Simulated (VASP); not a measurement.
# Cd7S (P-3m1) in VASP: relaxation of cell and atoms with PBE

Aim: the relaxation of cell and atoms of Cd7S with PBE.

All numbers are computed with VASP 6.6.1; they aren't measurements. Logs are shortened: lines on timing, memory, paths and dates and some standing lists are left out, and cuts for length are marked.

### Step 1. The cell of the first run

Symmetry: P-3m1, No. 164, trigonal system. Conventional cell: a = 3.150 Å, b = 3.150 Å, c = 21.200 Å, α = 90.00°, β = 90.00°, γ = 120.00°. Cd (site symmetry 3m) has 3 S at 2.64 Å and 9 Cd at 3.15 to 3.43 Å within 3.5 Å. Cd (site symmetry 3m) has 12 Cd at 3.15 to 3.43 Å within 4.1 Å. Cd (site symmetry 3m) has 12 Cd at 3.15 to 3.43 Å within 4.1 Å. Within 4.1 Å of Cd (site symmetry -3m) lie 12 Cd at 3.15 to 3.43 Å. Within 3.5 Å of S (site symmetry -3m) lie 6 Cd at 2.64 Å and 6 S at 3.15 Å.

### Step 2. Relaxation of cell and atoms, PBE

Contents of INCAR:

```
SYSTEM = Cd7S
  PREC = Accurate
  ENCUT = 600
  EDIFF = 1E-6
  ISMEAR = 0
  SIGMA = 0.2
  LREAL = .FALSE.
  LASPH = .TRUE.
  NELM = 80
  ALGO = Normal
  ISIF = 3
  LWAVE = .FALSE.
  LCHARG = .FALSE.
  GGA = PE
  IBRION = 2
  NSW = 36
  EDIFFG = -0.08
```

Contents of KPOINTS:

```
Automatic mesh
0
G
  6 6 1
  0 0 0
```

Contents of POSCAR:

```
Cd7S
1.0
    3.1500000000      0.0000000000      0.0000000000
   -1.5750000000      2.7279800200      0.0000000000
    0.0000000000      0.0000000000     21.2000000000
Cd S
7 1
Direct
    0.6666666700      0.3333333300      0.9100000000
    0.3333333300      0.6666666700      0.0900000000
    0.3333333300      0.6666666700      0.7730000000
    0.6666666700      0.3333333300      0.6370000000
    0.6666666700      0.3333333300      0.2270000000
    0.3333333300      0.6666666700      0.3630000000
    0.0000000000      0.0000000000      0.5000000000
    0.0000000000      0.0000000000      0.0000000000
```

Potentials or basis: VASP PAW PBE potentials, release 64 (Cd, S).

The run is started by

```bash
cat potpaw_PBE.64/Cd/POTCAR potpaw_PBE.64/S/POTCAR > POTCAR
mpirun -np 1 vasp_std > vasp.out
```

OUTCAR:

```text
SYSTEM = Cd7S
   PREC = Accurate
   ENCUT = 600
   EDIFF = 1E-6
   ISMEAR = 0
   LREAL = .FALSE.
   LASPH = .TRUE.
   NELM = 80
   ISIF = 3
   GGA = PE
   IBRION = 2
   NSW = 36
   EDIFFG = -0.08

 ion  position               nearest neighbor table
   1  0.667  0.333  0.910-   8 2.64   8 2.64   8 2.64   3 3.43   3 3.43   3 3.43
   2  0.333  0.667  0.090-   8 2.64   8 2.64   8 2.64   5 3.43   5 3.43   5 3.43
   3  0.333  0.667  0.773-   4 3.41   4 3.41   4 3.41   1 3.43   1 3.43   1 3.43
   4  0.667  0.333  0.637-   3 3.41   3 3.41   3 3.41   7 3.43   7 3.43   7 3.43
   5  0.667  0.333  0.227-   6 3.41   6 3.41   6 3.41   2 3.43   2 3.43   2 3.43
   6  0.333  0.667  0.363-   5 3.41   5 3.41   5 3.41   7 3.43   7 3.43   7 3.43
   7  0.000  0.000  0.500-   4 3.43   6 3.43   6 3.43   4 3.43   4 3.43   6 3.43
   8  0.000  0.000  0.000-   1 2.64   2 2.64   2 2.64   1 2.64   1 2.64   2 2.64

  LATTYP: Found a hexagonal cell.
 ALAT       =     3.1500000000
 C/A-ratio  =     6.7301587302

  Lattice vectors:

 A1 = (   3.1500000000,   0.0000000000,   0.0000000000)
 A2 = (  -1.5750000000,   2.7279800200,   0.0000000000)
 A3 = (   0.0000000000,   0.0000000000,  21.2000000000)

Analysis of symmetry for initial positions (statically):
=====================================================================
 Subroutine PRICEL returns:
 Original cell was already a primitive cell.

 Routine SETGRP: Setting up the symmetry group for a
 hexagonal supercell.

 Subroutine GETGRP returns: Found 12 space group operations
 (whereof 12 operations were pure point group operations)
 out of a pool of 24 trial point group operations.

The static configuration has the point symmetry D_3d.

Analysis of symmetry for dynamics (positions and initial velocities):
=====================================================================
 Subroutine PRICEL returns:
 Original cell was already a primitive cell.

 Routine SETGRP: Setting up the symmetry group for a
 hexagonal supercell.

 Subroutine GETGRP returns: Found 12 space group operations
 (whereof 12 operations were pure point group operations)
 out of a pool of 24 trial point group operations.

The dynamic configuration has the point symmetry D_3d.

 Subroutine INISYM returns: Found 12 space group operations
 (whereof 12 operations are pure point group operations),
 and found     1 'primitive' translations

----------------------------------------------------------------------------------------

                                     Primitive cell

  volume of cell :     182.1745

  direct lattice vectors                    reciprocal lattice vectors
     3.150000000  0.000000000  0.000000000     0.317460317  0.183285800  0.000000000
    -1.575000000  2.727980020  0.000000000     0.000000000  0.366571600  0.000000000
     0.000000000  0.000000000 21.200000000     0.000000000  0.000000000  0.047169811

  length of vectors
     3.150000000  3.149999998 21.200000000     0.366571600  0.366571600  0.047169811

  position of ions in fractional coordinates (direct lattice)
     0.666666670  0.333333330  0.910000000
     0.333333330  0.666666670  0.090000000
     0.333333330  0.666666670  0.773000000
     0.666666670  0.333333330  0.637000000
     0.666666670  0.333333330  0.227000000
     0.333333330  0.666666670  0.363000000
     0.000000000  0.000000000  0.500000000
     0.000000000  0.000000000  0.000000000

  ion indices of the primitive-cell ions
   primitive index   ion index
                 1           1
                 2           2
                 3           3
                 4           4
                 5           5
                 6           6
                 7           7
                 8           8

----------------------------------------------------------------------------------------

 KPOINTS: Automatic mesh

Automatic generation of k-mesh.
 Grid dimensions read from file:
 generate k-points for:    6    6    1

 Generating k-lattice:

  Cartesian coordinates                     Fractional coordinates (reciprocal lattice)
     0.052910053  0.030547633  0.000000000     0.166666667  0.000000000  0.000000000
     0.000000000  0.061095267  0.000000000     0.000000000  0.166666667  0.000000000
     0.000000000  0.000000000  0.047169811     0.000000000  0.000000000  1.000000000

  Length of vectors
     0.061095267  0.061095267  0.047169811

  Shift w.r.t. Gamma in fractional coordinates (k-lattice)
     0.000000000  0.000000000  0.000000000

 Subroutine IBZKPT returns following result:
 ===========================================

 Found      7 irreducible k-points:

 Following reciprocal coordinates:
            Coordinates               Weight
  0.000000  0.000000  0.000000      1.000000
  0.166667 -0.000000  0.000000      6.000000
  0.333333  0.000000  0.000000      6.000000
  0.500000  0.000000  0.000000      3.000000
  0.166667  0.166667  0.000000      6.000000
  0.333333  0.166667  0.000000     12.000000
  0.333333  0.333333  0.000000      2.000000
   k-points           NKPTS =      7   k-points in BZ     NKDIM =      7   number of bands    NBANDS=     54
   number of dos      NEDOS =    301   number of ions     NIONS =      8
   total plane-waves  NPLWV = 141120
   dimension x,y,z NGX =    28 NGY =   28 NGZ =  180
   dimension x,y,z NGXF=    56 NGYF=   56 NGZF=  360
   ions per type =               7   1
   NGX,Y,Z   is equivalent  to a cutoff of  14.78, 14.78, 14.12 a.u.
   NGXF,Y,Z  is equivalent  to a cutoff of  29.55, 29.55, 28.23 a.u.
 SYSTEM =  Cd7S
   PREC   = accura    normal or accurate (medium, high low for compatibility)
   ISTART =      0    job   : 0-new  1-cont  2-samecut
   ICHARG =      2    charge: 1-file 2-atom 10-const
   ISPIN  =      1    spin polarized calculation?
   LNONCOLLINEAR =      F non collinear calculations
   LSORBIT =      F    spin-orbit coupling
   LASPH  =      T    aspherical Exc in radial PAW
   ENCUT  =  600.0 eV  44.10 Ry    6.64 a.u.   6.29  6.29 42.34*2*pi/ulx,y,z
   NELM   =     80;   NELMIN=  2; NELMDL= -5     # of ELM steps
   EDIFF  = 0.1E-05   stopping-criterion for ELM
   LREAL  =      F    real-space projection
   EDIFFG = -.8E-01   stopping-criterion for IOM
   NSW    =     36    number of steps for IOM
   IBRION =      2    ionic relax: 0-MD 1-quasi-New 2-CG
   NFREE  =      1    steps in history (QN), initial steepest desc. (CG)
   ISIF   =      3    stress and relaxation
   ISYM   =      2    0-nonsym 1-usesym 2-fastsym
   POTIM  = 0.5000    time-step for ionic-motion
   TEBEG  =    0.0;   TEEND  =   0.0 temperature during run
   PSTRESS=    0.0 pullay stress
   NELECT =      90.0000    total number of electrons
   NUPDOWN=      -1.0000    fix difference up-down
   EMIN   =  10.00;   EMAX   =-10.00  energy-range for DOS
   EFERMI =   0.00;   METHOD = LEGACY
   ISMEAR =     0;   SIGMA  =   0.20  broadening in eV -4-tet -1-fermi 0-gaus
   EFERMI_NEDOS =   21; number of points for ismear=-14 and -15
   IALGO  =     38    algorithm
   IMIX   =      4    mixing-type and parameters
     AMIX     =   0.40;   BMIX     =  1.00
     AMIX_MAG =   1.60;   BMIX_MAG =  1.00
  volume/ion in A,a.u.               =      22.77       153.67
  Fermi-wavevector in a.u.,A,eV,Ry     =   1.294175  2.445637 22.788261  1.674890
  Thomas-Fermi vector in A             =   2.425775
   LORBIT       =      0    0 simple, 1 ext, 2 COOP (PROOUT), +10 PAW based schemes
   GGA     = PE    functional components
   LHFCALC =     F    Hartree Fock is set to
   AEXX    =    0.0000 exact exchange contribution
   IVDW    =     0    specifies the selected vdW correction
   LEPSILON=     F    determine dielectric tensor
   LRPA    =     F    only Hartree local field effects (RPA)
 conjugate gradient relaxation of ions
 non-spin polarized calculation
 Gauss-broadening in eV      SIGMA  =   0.20
  energy-cutoff  :      600.00
  volume of cell :      182.17
 maximum number of plane-waves:      6109
 NGX is ok and might be reduce to    28
   NGX = 13   NGY = 13   NGZ = 85

--------------------------------------- Ionic step        1  -------------------------------------------

 number of electron      90.0000000 magnetization

 Free energy of the ion-electron system (eV)
  ---------------------------------------------------
  ext. energy  EPLUGINS =         0.00000000
  ---------------------------------------------------
  free energy    TOTEN  =        -8.45543220 eV

  energy without entropy =       -8.38325796  energy(sigma->0) =       -8.41934508

------------------------ aborting loop because EDIFF is reached ----------------------------------------

  FORCE on cell =-STRESS in cart. coord.  units (eV):
  Direction    XX          YY          ZZ          XY          YZ          ZX
  --------------------------------------------------------------------------------------
  -------------------------------------------------------------------------------------
  Total        3.0767427      3.0767427      2.1335778     -0.0000000      0.0000000      0.0000000
  in kB       27.0591504     27.0591504     18.7642611     -0.0000000      0.0000000      0.0000000
  external PRESSURE =      24.2941873 kB  Pullay stress =       0.0000000 kB
[... 107 lines left out ...]
  FREE ENERGIE OF THE ION-ELECTRON SYSTEM (eV)
  ---------------------------------------------------
  free  energy   TOTEN  =        -8.6269692868 eV

  energy  without entropy=       -8.5669869330  energy(sigma->0) =       -8.59697811

[... ionic steps 4 to 7 ...]

--------------------------------------- Ionic step        8  -------------------------------------------

 number of electron      90.0000016 magnetization

------------------------ aborting loop because EDIFF is reached ----------------------------------------

  FORCE on cell =-STRESS in cart. coord.  units (eV):
  Direction    XX          YY          ZZ          XY          YZ          ZX
  --------------------------------------------------------------------------------------
  -------------------------------------------------------------------------------------
  Total       -0.1190430     -0.1190430     -0.0962685      0.0000000      0.0000000     -0.0000000
  in kB       -1.0332578     -1.0332578     -0.8355821      0.0000000      0.0000000     -0.0000000
  external PRESSURE =      -0.9673659 kB  Pullay stress =       0.0000000 kB
[... 69 lines left out ...]
  energy  without entropy=       -8.7058050081  energy(sigma->0) =       -8.72431279

--------------------------------------- Ionic step       10  -------------------------------------------

 number of electron      90.0000013 magnetization

 Free energy of the ion-electron system (eV)
  ---------------------------------------------------
  ext. energy  EPLUGINS =         0.00000000
  ---------------------------------------------------
  free energy    TOTEN  =        -8.74494279 eV

  energy without entropy =       -8.70847476  energy(sigma->0) =       -8.72670877

 E-fermi :   2.6595     XC(G=0): -10.5275

 val. band max:        2.6424005985   @ k =   0.3333   0.3333   0.0000
 cond. band min:       3.0017400435   @ k =   0.3333   0.1667   0.0000
 fundamental gap:      0.3593394450
 Fermi energy:         2.6595068002

 k-point     1 :       0.0000    0.0000    0.0000
  band No.  band energies     occupation
      1     -11.3031      2.00000
      2      -6.7149      2.00000
      3      -6.7079      2.00000
      4      -6.5711      2.00000
      5      -6.5285      2.00000
      6      -6.4837      2.00000
[... 423 lines left out ...]
  FREE ENERGIE OF THE ION-ELECTRON SYSTEM (eV)
  ---------------------------------------------------
  free  energy   TOTEN  =        -8.7449427889 eV

  energy  without entropy=       -8.7084747551  energy(sigma->0) =       -8.72670877

 reached required accuracy - stopping structural energy minimisation
```

Wall time 9 min (1 thread of Intel Xeon 6975P-C (Granite Rapids), shared host); peak memory 0.41 GiB.

Results:

* Free energy: -8.7449 eV
* Relaxed volume: 22.95 Å³/atom
* Relaxed cell: a = 3.172 Å, b = 3.172 Å, c = 21.073 Å, α = 90.00°, β = 90.00°, γ = 120.00°
* Space group after relaxing (to 0.1 Å): P-3m1 (No. 164)
* Energy gained by relaxing: 36.2 meV/atom
* Ionic steps: 10
* Pressure after relaxing: 0.1 GPa
* Largest force after relaxing: 0.064 eV/Å
* Band gap on the k mesh: zero (bands 45 and 46 overlap by 1.19 eV)

Forces on the atoms (eV/Å):
```
Cd   0.000  0.000  0.007
Cd   0.000  0.000 -0.007
Cd   0.000  0.000 -0.064
Cd   0.000  0.000  0.043
Cd   0.000  0.000  0.064
Cd   0.000  0.000 -0.043
Cd   0.000  0.000  0.000
S    0.000  0.000  0.000
```

Stress tensor (GPa, compression positive):
```
0.16 0.00 0.00
0.00 0.16 0.00
0.00 0.00 0.03
```

Step by step:
```tsv
step	energy change (eV)	largest force (eV/Å)	pressure (GPa)	volume (Å³)
1	0.0000	1.2051	2.43	182.17
2	-0.1642	0.5940	-0.39	191.43
3	-0.1715	0.4601	-0.96	193.94
4	-0.2188	0.3853	-0.76	191.40
5	-0.2722	0.1229	0.25	183.86
6	-0.2743	0.1174	0.06	185.12
7	-0.2842	0.0848	-0.05	184.83
8	-0.2873	0.0883	-0.10	184.59
9	-0.2874	0.0881	-0.13	184.55
10	-0.2895	0.0645	0.12	183.61
```

Final structure:
```
CELL_PARAMETERS angstrom
3.17187 0.00000 0.00000
-1.58594 2.74692 0.00000
0.00000 0.00000 21.07293
ATOMIC_POSITIONS crystal
Cd 0.66667 0.33333 0.89945
Cd 0.33333 0.66667 0.10055
Cd 0.33333 0.66667 0.77405
Cd 0.66667 0.33333 0.63892
Cd 0.66667 0.33333 0.22595
Cd 0.33333 0.66667 0.36108
Cd 0.00000 0.00000 0.50000
S 0.00000 0.00000 0.00000
```

Levels at points of the mesh, in eV from the Fermi level:
```tsv
k point	band 41	band 42	band 43	band 44	band 45	band 46	band 47	band 48	band 49	band 50
(0.00, 0.00, 0.00)	-5.32	-5.14	-2.73	-2.49	0.50	0.86	0.86	0.91	4.20	4.77
(0.50, 0.00, 0.00)	-1.91	-1.73	-1.27	-1.23	-0.74	-0.49	-0.08	0.43	0.63	1.09
```

Caveat: the k points lie up to 0.38 Å⁻¹ apart in the final cell, too coarse for converged energies and pressures of a metal; the relaxation stopped at a loose force limit of 0.08 eV/Å, so its end isn't a converged minimum.
